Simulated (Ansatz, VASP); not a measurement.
# One calculation of CaSe, two programs

The input INCAR:

```
SYSTEM = CaSe
PREC = Accurate
ENCUT = 520
EDIFF = 1E-7
ISMEAR = 0
SIGMA = 0.05
LREAL = .False.
LASPH = .True.
NELM = 60
ALGO = Normal
ISIF = 2
LWAVE = .False.
LCHARG = .False.
GGA = CA
NBANDS = 15
```

The input KPOINTS:

```
regular mesh
0
Gamma
  6 6 6
  0 0 0
```

POSCAR

```
CaSe
1.0
    0.0000000000      3.2505000000      3.3495000000
    3.2505000000      0.0000000000      3.3495000000
    3.2505000000      3.2505000000      0.0000000000
Ca Se
1 1
Direct
    0.0000000000      0.0000000000      0.0000000000
    0.7500000000      0.7500000000      0.7500000000
```

Input for Ansatz:

```yaml
crystal:
  lattice:
    - [0.0, 3.2505, 3.3495]
    - [3.2505, 0.0, 3.3495]
    - [3.2505, 3.2505, 0.0]
  atoms:
    - { symbol: Ca, position: [0.0, 0.0, 0.0] }
    - { symbol: Se, position: [0.75, 0.75, 0.75] }
basis:
  ecutwfc: 420
kpoints:
  mp_grid: { grid: [6, 6, 6] }
hamiltonian:
  xc: lda
scf:
  occupations: { method: gaussian, width: 0.05 }
output:
  forces: true
  stress: true
  eigenvalues: true
```

Change from the starting cell: strain -0.015 along x and y, +0.015 along z, atoms carried along.

Alike in both runs: task single point; functional LDA; k mesh 6 × 6 × 6; occupations gaussian, width 0.05 eV; no spin polarisation.

|  | VASP | Ansatz |
| --- | --- | --- |
| version | VASP 6.6.1 | Ansatz 0.2.0 |
| potentials or method | VASP PAW LDA potentials, release 64 (Ca_sv, Se), cutoff 520 eV | scalar-relativistic, plane waves, PAW |
| valence electrons in the cell | 16 | 26 |

```tsv
	VASP	Ansatz	Ansatz less VASP
gap on the k mesh at the Fermi level (eV)	2.89	2.88	-0.013
least direct gap on the mesh (eV)	3.02	3.00	-0.016
pressure (GPa)	-2.1	-2.3	-0.14
traceless stress, the component that is largest in VASP (GPa)	-0.17	-0.17	-0.006
```

LDA's correlation is that of Perdew and Zunger in VASP and of Perdew and Wang (1992) in Ansatz. VASP's potentials hold 16 valence electrons a cell and Ansatz's 26, so a difference there can come from the potentials and not from the codes.
